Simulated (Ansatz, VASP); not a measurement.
**Two plane-wave programs on Ge**

```
Ge
1.0
     0.00000    2.90931    2.86322
     2.90931    0.00000    2.86322
     2.90931    2.90931    0.00000
Ge
2
Direct
  0.00000 0.00000 0.00000
  0.25000 0.25000 0.25000
```

Change from the starting cell: strained cell.

Alike in both runs: functional PBE; k mesh 10 × 10 × 10; occupations gaussian, width 0.1 eV; no spin polarisation.

Ansatz relaxed the structure, and its values are those at the end. VASP's run is a single point on that final structure, the one shown.

|  | VASP | Ansatz |
| --- | --- | --- |
| version | VASP 6.6.1 | Ansatz 0.2.0 |
| potentials or method | VASP PAW PBE potentials, release 64 (Ge_d), cutoff 500 eV | scalar-relativistic, plane waves, PAW |
| valence electrons in the cell | 28 | 28 |

```tsv
	VASP	Ansatz	Ansatz less VASP
gap on the k mesh at the Fermi level (eV)	none	none	-
pressure (GPa)	-0.9	-0.8	+0.09
```

A gap of «none» marks a metal or a gap that the smearing closes. With one functional, cell and mesh, what is left measures potentials, basis and numerics. Ansatz's warnings: stress scf threshold loose.
